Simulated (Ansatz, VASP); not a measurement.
# One calculation of Ag2As3, two programs

```xyz
5
Lattice="4.0648 0.0000 0.0000 -2.0324 3.5202 0.0000 0.0000 0.0000 7.4049" Properties=species:S:1:pos:R:3 pbc="T T T"
Ag    0.0000    2.3468    1.3413
Ag    2.0324    1.1734    6.0636
As    0.0000    0.0000    0.0000
As    0.0000    2.3468    4.3878
As    2.0324    1.1734    3.0171
```

Alike in both runs: functional PBE; k mesh 12 × 12 × 6; occupations gaussian, width 0.1 eV; no spin polarisation.

Ansatz relaxed the structure, and its values are those at the end. VASP's run is a single point on that final structure, the one shown.

|  | VASP | Ansatz |
| --- | --- | --- |
| version | VASP 6.6.1 | Ansatz 0.2.0 |
| potentials or method | VASP PAW PBE potentials, release 64 (Ag, As), cutoff 520 eV | scalar-relativistic, plane waves, PAW |
| valence electrons in the cell | 37 | 83 |

VASP gave:

* gap on the k mesh at the Fermi level (eV): none
* pressure (GPa): 0.0
* rms of the force components (eV/Å): 0.005

Task: Estimate Ansatz's values.

Result: gap on the k mesh at the Fermi level (eV): none; pressure (GPa): 0.0; rms of the force components (eV/Å): 0.001.

A gap of «none» marks a metal or a gap that the smearing closes. VASP's potentials hold 37 valence electrons a cell and Ansatz's 83, so a difference there can come from the potentials and not from the codes.
